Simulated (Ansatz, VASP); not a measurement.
**Ag in VASP and in Ansatz**

```
Ag
1.0
     2.90370    0.00000    0.00000
    -1.45185    2.51467    0.00000
     0.00000    0.00000    4.51045
Ag
2
Direct
  0.33333 0.66667 0.25000
  0.66667 0.33333 0.75000
```

Change from the starting cell: strain +0.000 along x and y, -0.050 along z, atoms carried along.

Alike in both runs: task single point; functional r2SCAN; k mesh 24 × 24 × 14; occupations gaussian, width 0.15 eV; no spin polarisation.

```csv
,VASP,Ansatz
version,VASP 6.6.1,Ansatz 0.2.0
potentials or method,"VASP PAW PBE potentials, release 64 (Ag), cutoff 520 eV","scalar-relativistic, plane waves, PAW"
valence electrons in the cell,22,38
```

VASP gave:

```
gap on the k mesh at the Fermi level (eV)                     : none
pressure (GPa)                                                : 6.6
traceless stress, the component that is largest in VASP (GPa) : 4.41
```

**Question.** Which values does Ansatz return?

**Answer.** gap on the k mesh at the Fermi level (eV): none; pressure (GPa): 6.4; traceless stress, the component that is largest in VASP (GPa): 4.34.

VASP's potentials were made for PBE, not for r2SCAN. A gap of «none» marks a metal or a gap that the smearing closes. With one functional, cell and mesh, what is left measures potentials, basis and numerics. VASP's potentials hold 22 valence electrons a cell and Ansatz's 38, so a difference there can come from the potentials and not from the codes.
